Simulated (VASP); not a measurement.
Here is a VASP 6.6.1 calculation.

File INCAR:

```
SYSTEM = HfIn4SiO6
  PREC = Accurate
  ENCUT = 520
  EDIFF = 1E-6
  ISMEAR = -1
  SIGMA = 0.05
  LREAL = .False.
  LASPH = .True.
  NELM = 60
  ALGO = Normal
  ISIF = 2
  LWAVE = .False.
  LCHARG = .False.
  GGA = PE
  NBANDS = 63
```

File KPOINTS:

```
regular mesh
0
Gamma
  4 4 2
  0 0 0
```

File POSCAR:

```
HfIn4SiO6
1.0
    5.3468778325      0.0000000000      0.0000000000
   -2.6734439820      4.6305336076      0.0000000000
    0.0000000000      0.0000000000     10.6980008029
Hf In Si O
1 4 1 6
Direct
    0.6666700000      0.3333300000      0.0000000000
    0.0000000000      0.0000000000      0.3044600000
    0.0000000000      0.0000000000      0.6955400000
    0.3333300000      0.6666700000      0.7891900000
    0.3333300000      0.6666700000      0.2108100000
    0.0000000000      0.0000000000      0.0000000000
    0.9730000000      0.7049600000      0.8997200000
    0.2950400000      0.0270000000      0.1002800000
    0.2950400000      0.2680400000      0.8997200000
    0.7319600000      0.7049600000      0.1002800000
    0.7319600000      0.0270000000      0.8997200000
    0.9730000000      0.2680400000      0.1002800000
```

Potentials or basis: VASP PAW PBE potentials, release 64 (Hf_pv, In_d, Si, O).

Launch:

```console
$ cat potpaw_PBE.64/Hf_pv/POTCAR potpaw_PBE.64/In_d/POTCAR potpaw_PBE.64/Si/POTCAR potpaw_PBE.64/O/POTCAR > POTCAR
$ mpirun -np 1 vasp_std > vasp.out
```

Q: What does it give for the pressure?

A: -3.3 GPa.

Q: Estimate the largest force.

A: 0.396 eV/Å.

Stress tensor (GPa, compression positive):
```
-3.40  0.00  0.00
 0.00 -3.40  0.00
 0.00  0.00 -3.09
```

Caveat: the cell stands under tension.
